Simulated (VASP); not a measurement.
Input of a VASP 6.6.1 run:

Contents of INCAR:

```
SYSTEM = KHf3O2
PREC = Accurate
ENCUT = 520
EDIFF = 1E-6
ISMEAR = 0
SIGMA = 0.1
LREAL = .False.
LASPH = .True.
NELM = 80
ALGO = Normal
ISIF = 2
LWAVE = .False.
LCHARG = .False.
GGA = PE
NBANDS = 34
```

KPOINTS

```
Automatic mesh
0
Gamma
  6 6 2
  0 0 0
```

The input POSCAR:

```
KHf3O2
1.0
    4.7227886359      0.0000000033      0.0000000000
   -2.3613943208      4.0900549338      0.0000000000
    0.0000000000      0.0000000000      5.8945473355
K Hf O
1 3 2
Direct
    0.6666666667      0.3333333333      0.0000000000
    0.6666666667      0.3333333333      0.5000000000
    0.0000000000      0.0000000000      0.0000000000
    0.0000000000      0.0000000000      0.5000000000
    0.3333333333      0.6666666667      0.2353680434
    0.3333333333      0.6666666667      0.7646319566
```

Potentials or basis: VASP PAW PBE potentials, release 64 (K_sv, Hf_pv, O).

The run is started by

```console
$ cat potpaw_PBE.64/K_sv/POTCAR potpaw_PBE.64/Hf_pv/POTCAR potpaw_PBE.64/O/POTCAR > POTCAR
$ mpirun -np 1 vasp_std > vasp.out
```

Question: Predict the pressure.

Answer: -0.2 GPa.

Question: What does it give for the band gap on the k mesh?

Answer: Zero (an odd number of electrons rules out a gap without spin polarisation).

Stress tensor (GPa, compression positive):
```
-0.13  0.00  0.00
 0.00 -0.13  0.00
 0.00  0.00 -0.34
```

Caveat: the k points lie up to 0.53 Å⁻¹ apart, too coarse for converged energies and pressures of a metal; spin-orbit coupling is left out, which moves the levels of the heavy elements.
